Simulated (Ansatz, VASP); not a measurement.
**C in VASP and in Ansatz**

Contents of INCAR:

```
SYSTEM = C
PREC = Accurate
ENCUT = 600
EDIFF = 1E-7
ISMEAR = 0
SIGMA = 0.1
LREAL = .FALSE.
LASPH = .TRUE.
NELM = 120
ALGO = Normal
ISIF = 3
LWAVE = .FALSE.
LCHARG = .FALSE.
GGA = PE
IBRION = 2
NSW = 90
EDIFFG = -0.04
GGA_COMPAT = .FALSE.
NELMIN = 4
```

KPOINTS

```
Automatic mesh
0
G
  8 8 8
  0 0 0
```

Contents of POSCAR:

```
C
1.0
    0.0000000000      1.7803725545      1.7803725545
    1.7803725545      0.0000000000      1.7803725545
    1.7803725545      1.7803725545      0.0000000000
C
2
Direct
    0.5000000000      0.5000000000      0.5000000000
    0.7500000000      0.7500000000      0.7500000000
```

Input for Ansatz:

```yaml
crystal:
  lattice:
    - [0.0, 1.7803725545, 1.7803725545]
    - [1.7803725545, 0.0, 1.7803725545]
    - [1.7803725545, 1.7803725545, 0.0]
  atoms:
    - { symbol: C, position: [0.5, 0.5, 0.5] }
    - { symbol: C, position: [0.75, 0.75, 0.75] }
basis:
  ecutwfc: 420
kpoints:
  mp_grid: { grid: [8, 8, 8] }
hamiltonian:
  xc: pbe
scf:
  occupations: { method: gaussian, width: 0.1 }
  lower_state_search: "off"
output:
  forces: true
  stress: true
  eigenvalues: true
relax:
  adjacent_minimum: "off"
  f_tol: 0.04
  max_steps: 70
  cell: { stress_tol: 0.4 }
```

Alike in both runs: task relaxation of cell and atoms; functional PBE; k mesh 8 × 8 × 8; occupations gaussian, width 0.1 eV; no spin polarisation.

|  | VASP | Ansatz |
| --- | --- | --- |
| version | VASP 6.6.1 | Ansatz 0.2.0 |
| potentials or method | VASP PAW PBE potentials, release 64 (C), cutoff 600 eV | scalar-relativistic, plane waves, PAW |
| valence electrons in the cell | 8 | 8 |

|  | VASP | Ansatz | Ansatz less VASP |
| --- | --- | --- | --- |
| gap on the k mesh at the Fermi level, each at its own relaxed structure (eV) | 4.12 | 4.13 | +0.008 |
| relaxed volume (Å³/atom) | 5.70 | 5.69 | -0.002 |
| relaxed cell length with the largest relative difference (Å) | 2.526 | 2.525 | -0.0002 |
